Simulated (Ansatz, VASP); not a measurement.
## InO: VASP beside Ansatz

```xyz
4
Lattice="3.3456 0.0000 0.0000 -1.6728 2.8974 0.0000 0.0000 0.0000 16.9187" Properties=species:S:1:pos:R:3 pbc="T T T"
In    1.6728    0.9658    9.9824
In    1.6728    0.9658    6.9363
O     0.0000    0.0000   10.8257
O     0.0000    0.0000    6.0930
```

Alike in both runs: task single point; functional LDA; k mesh 12 × 12 × 4; occupations gaussian, width 0.03 eV; no spin polarisation.

|  | VASP | Ansatz |
| --- | --- | --- |
| version | VASP 6.6.1 | Ansatz 0.2.0 |
| potentials or method | VASP PAW LDA potentials, release 64 (In_d, O), cutoff 520 eV | scalar-relativistic, plane waves, PAW |
| valence electrons in the cell | 38 | 38 |

|  | VASP | Ansatz | Ansatz less VASP |
| --- | --- | --- | --- |
| gap on the k mesh at the Fermi level (eV) | none | none | - |
| rms of the force components (eV/Å) | 0.267 | 0.270 | +0.0039 |

LDA's correlation is that of Perdew and Zunger in VASP and of Perdew and Wang (1992) in Ansatz. Atom by atom the forces differ by 0.019 eV/Å (rms over components). A gap of «none» marks a metal or a gap that the smearing closes.
